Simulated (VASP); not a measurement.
BiH3, 8 atoms in the cell. Symmetry: P6_3/mmc, No. 194, hexagonal system. The conventional cell has a = 5.063 Å, b = 5.063 Å, c = 3.909 Å, α = 90.00°, β = 90.00°, γ = 120.00°. Within 3.1 Å of Bi (site symmetry -6m2) lie 12 H at 2.35 to 2.54 Å. Within 3.0 Å of H (site symmetry mm2) lie 8 H at 2.26 to 2.81 Å and 4 Bi at 2.35 to 2.54 Å. 

* Program: VASP 6.6.1
* Task: relaxation of cell and atoms
* Functional: PBE
* Potentials or basis: VASP PAW PBE potentials, release 64 (Bi_d, H)
* Cutoff: 500 eV
* k mesh: 12 × 12 × 10
* Occupations: gaussian, width 0.1 eV
* Spin: no spin polarisation
* Dipole correction: no
* Further INCAR settings: ALGO = Normal; EDIFF = 1e-07; IBRION = 2; EDIFFG = -0.01; NSW = 100; ISIF = 3

Potentials or basis: VASP PAW PBE potentials, release 64 (Bi_d, H).

Launch:

```bash
$ cat potpaw_PBE.64/Bi_d/POTCAR potpaw_PBE.64/H/POTCAR > POTCAR
$ mpirun -np 1 vasp_std > vasp.out
```

Hardware: 1 thread of Intel(R) Xeon(R) 6975P-C (Granite Rapids), with other jobs on the host.

Problem. Estimate the wall time of this run.

Solution. It took 22 min on 1 thread of Intel(R) Xeon(R) 6975P-C (Granite Rapids), with other jobs on the host, peak memory 0.34 GiB. Counts: scf iterations 150, k points 114, ion steps 14.
